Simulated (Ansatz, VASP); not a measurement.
## Hf2N: VASP beside Ansatz

```
Hf N
1.0
     5.13667    0.00000    0.00000
     0.00000    5.13667    0.00000
     0.00000    0.00000    3.22745
Hf N
4 2
Direct
  0.29546 0.29546 0.00000
  0.70454 0.70454 0.00000
  0.79546 0.20454 0.50000
  0.20454 0.79546 0.50000
  0.00000 0.00000 0.00000
  0.50000 0.50000 0.50000
```

Change from the starting cell: strain -0.030 along x and y, +0.000 along z, atoms carried along.

Alike in both runs: task single point; functional PBEsol; k mesh 10 × 10 × 14; occupations gaussian, width 0.15 eV; no spin polarisation.

|  | VASP | Ansatz |
| --- | --- | --- |
| version | VASP 6.6.1 | Ansatz 0.2.0 |
| potentials or method | VASP PAW PBE potentials, release 64 (Hf_pv, N), cutoff 520 eV | scalar-relativistic, plane waves, PAW |
| valence electrons in the cell | 50 | 114 |

|  | VASP | Ansatz | Ansatz less VASP |
| --- | --- | --- | --- |
| gap on the k mesh at the Fermi level (eV) | none | none | - |
| pressure (GPa) | 13.2 | 14.1 | +0.89 |
| traceless stress, the component that is largest in VASP (GPa) | -6.33 | -6.16 | +0.175 |
| rms of the force components (eV/Å) | 0.051 | 0.054 | +0.0032 |

VASP's potentials were made for PBE, not for PBEsol. Atom by atom the forces differ by 0.003 eV/Å (rms over components). A gap of «none» marks a metal or a gap that the smearing closes. VASP's potentials hold 50 valence electrons a cell and Ansatz's 114, so a difference there can come from the potentials and not from the codes.

Spin-orbit coupling is off throughout.
